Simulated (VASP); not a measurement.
CoO:

```
Co O
1.0
     0.00000    2.13150    2.13150
     2.13150    0.00000    2.13150
     2.13150    2.13150    0.00000
Co O
1 1
Cartesian
  0.0000 0.0000 0.0000
  2.1315 2.1315 2.1315
```

Base run:

| Quantity | Value |
| --- | --- |
| Program | VASP 6.6.1 |
| Functional | PBE |
| Potentials or basis | VASP PAW PBE potentials, release 64 (Co, O) |
| Cutoff | 520 eV |
| k mesh | 8 × 8 × 8 |
| Occupations | methfessel-paxton, width 0.05 eV |
| Spin | collinear spin, ferromagnetic start |
| Starting moments | [2.0, 0.0] μB |

Its results: pressure -3.2 GPa; net moment 2.84 μB per cell; site moments Co +2.52; O +0.28 μB.

Q: The run is repeated on the same cell with these changes: k mesh from 8 × 8 × 8 to 12 × 12 × 12. What comes out?

A: Pressure -2.3 GPa; net moment 2.95 μB per cell; site moments Co +2.58; O +0.31 μB.

Caveats: a cell with one magnetic atom can't hold antiferromagnetic order, which such compounds often take; the cell stands under tension (at least some runs).
